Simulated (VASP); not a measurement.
Sb: electric field gradients with PBE

Sb:

```
CELL_PARAMETERS angstrom
0.02305 2.31652 2.31652
2.31652 0.02305 2.31652
2.31652 2.31652 0.02305
ATOMIC_POSITIONS crystal
Sb 0.00000 0.00000 0.00000
```

This cell differs from its parent crystal: equal xy, yz and zx shear strains of +1 %.

```json
{
 "Program": "VASP 6.6.1",
 "Task": "electric field gradients",
 "Functional": "PBE",
 "Potentials or basis": "VASP PAW PBE potentials, release 64 (Sb)",
 "Cutoff": "520 eV",
 "k mesh": "12 × 12 × 12",
 "Occupations": "fermi-dirac, width 0.05 eV",
 "Spin": "no spin polarisation",
 "Dipole correction": "no",
 "Further INCAR settings": "ALGO = Normal; EDIFF = 1e-08; NBANDS = 8"
}
```

| Property | Result |
| --- | --- |
| Pressure | 8.7 GPa |

Stress tensor (GPa, compression positive):
```
 8.68 -0.09 -0.09
-0.09  8.68 -0.09
-0.09 -0.09  8.68
```

Levels at points of the mesh, in eV from the Fermi level:
| k point | band 1 | band 2 | band 3 | band 4 | band 5 | band 6 | band 7 |
| --- | --- | --- | --- | --- | --- | --- | --- |
| (0.00, 0.00, 0.00) | -13.77 | 5.75 | 6.10 | 6.10 | 9.97 | 10.17 | 10.32 |
| (0.50, 0.00, 0.00) | -9.41 | -6.50 | 3.93 | 4.03 | 8.67 | 9.13 | 9.36 |
| (0.50, 0.50, 0.00) | -7.55 | -5.52 | 0.21 | 0.46 | 4.15 | 4.54 | 18.05 |
| (0.50, 0.50, 0.50) | -9.62 | -6.54 | 4.23 | 4.23 | 8.96 | 9.41 | 9.41 |

Electric field gradients, principal values (V/Å²):
```csv
atom,least,middle,greatest (by size)
1 Sb,1.864,1.864,-3.727
```

Run time: 14 s on 1 thread of Intel(R) Xeon(R) Platinum 8488C (Sapphire Rapids), with other jobs on the host, peak memory 0.16 GiB.

Caveat: the cell differs from its parent crystal (equal xy, yz and zx shear strains of +1 %); without QUAD_EFG the Cq values of the log hold for a quadrupole moment of 1 mb, not for the nuclei; spin-orbit coupling is left out, which moves the levels of the heavy elements.
